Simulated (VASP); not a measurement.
**SnO: single point with r2SCAN**

The system is SnO.

```xyz
4
Lattice="3.8137 0.0000 0.0000 0.0000 3.8137 0.0000 0.0000 0.0000 4.8869" Properties=species:S:1:pos:R:3 pbc="T T T"
Sn    1.9068    0.0000    3.7367
Sn    0.0000    1.9068    1.1503
O     0.0000    0.0000    0.0000
O     1.9068    1.9068    0.0000
```

* Program: VASP 6.6.1
* Task: single point
* Functional: r2SCAN
* Potentials or basis: VASP PAW PBE potentials, release 64 (Sn_d, O)
* Cutoff: 520 eV
* k mesh: 6 × 6 × 5
* Occupations: gaussian, width 0.03 eV
* Spin: no spin polarisation
* Tolerance level: standard
* Purpose: levels
* Further INCAR settings: ALGO = Normal; EDIFF = 1e-06; NBANDS = 32

```yaml
Pressure: 0.1 GPa
Largest_force: 0.013 eV/Å
Band_gap_on_the_k_mesh: 0.29 eV (least direct gap 2.37 eV)
```

Forces in eV/Å, atoms in the order of the input:
```
Sn   0.000  0.000 -0.013
Sn   0.000  0.000  0.013
O    0.000  0.000  0.000
O    0.000  0.000  0.000
```

Stress tensor (GPa, compression positive):
```
0.07 0.00 0.00
0.00 0.07 0.00
0.00 0.00 0.21
```

Levels at points of the mesh, in eV from the valence-band top:
```
           k point  band 16  band 17  band 18  band 19  band 20  band 21  band 22  band 23  band 24  band 25
(0.00, 0.00, 0.00)    -6.65    -3.84    -3.54    -3.54     0.00     2.37     4.52     4.93     4.93     6.03
(0.50, 0.00, 0.00)    -5.36    -5.22    -5.22    -2.90    -2.90     3.43     3.43     6.21     6.21     6.28
(0.50, 0.50, 0.00)    -5.50    -2.86    -2.86    -2.08    -2.08     0.29     0.29     4.77     4.77     7.58
```

Run time: 56 s on 4 MPI ranks on Intel(R) Xeon(R) 6975P-C (Granite Rapids), on a shared host, peak memory 0.19 GiB a rank.

Caveat: the PAW data sets were made with another functional, which shifts forces and pressure a little; spin-orbit coupling is left out, which moves the levels of the heavy elements; an odd mesh through Γ misses points on the zone boundary, where band edges can lie.
